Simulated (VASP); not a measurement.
GaN:

```
Ga N
1.0
     3.18000    0.00000    0.00000
    -1.59000    2.75396    0.00000
     0.00000    0.00000    5.16600
Ga N
2 2
Cartesian
  0.0000 1.8360 0.0000
  1.5900 0.9180 2.5830
  0.0000 1.8360 1.9373
  1.5900 0.9180 4.5203
```

* Program: VASP 6.6.1
* Task: relaxation of cell and atoms
* Functional: LDA
* Potentials or basis: VASP PAW LDA potentials, release 64 (Ga_d, N)
* Cutoff: 600 eV
* k mesh: 8 × 8 × 5
* Occupations: gaussian, width 0.01 eV
* Spin: no spin polarisation

At the start: pressure -3.5 GPa; volume 11.31 Å³/atom.

Problem. How do energy, volume and symmetry change on relaxing?

Solution. Over 41 steps the energy falls by 2.7 meV/atom and the volume is 11.11 Å³/atom (-1.8 %); space group P6_3mc (No. 186, to 0.1 Å) before and after.

Step by step:
```
step  energy change (eV)  largest force (eV/Å)  pressure (GPa)  volume (Å³)
   1              0.0000                0.1279           -3.52        45.24
   3             -0.0109                0.0097            0.00        44.42
   5             -0.0107                0.0006           -0.47        44.52
   7             -0.0109                0.0067           -0.05        44.43
   9             -0.0109                0.0054           -0.22        44.43
  11             -0.0109                0.0061            0.01        44.42
  13             -0.0109                0.0068           -0.06        44.42
  15             -0.0109                0.0037            0.03        44.41
  17             -0.0109                0.0026            0.01        44.42
  19             -0.0109                0.0005           -0.02        44.42
  21             -0.0109                0.0030           -0.20        44.43
  23             -0.0109                0.0028           -0.08        44.42
  25             -0.0109                0.0004            0.00        44.42
  27             -0.0109                0.0013            0.05        44.42
  29             -0.0109                0.0013           -0.03        44.42
  31             -0.0109                0.0000           -0.03        44.42
  33             -0.0109                0.0004            0.00        44.42
  35             -0.0109                0.0007           -0.02        44.42
  37             -0.0109                0.0024            0.01        44.42
  39             -0.0109                0.0017           -0.02        44.42
  41             -0.0109                0.0004            0.00        44.42
```

Final structure:
```
CELL_PARAMETERS angstrom
3.15700 0.00000 0.00000
-1.57850 2.73404 0.00000
0.00000 0.00000 5.14651
ATOMIC_POSITIONS crystal
Ga 0.33333 0.66667 0.99929
Ga 0.66667 0.33333 0.49929
N 0.33333 0.66667 0.37571
N 0.66667 0.33333 0.87571
```
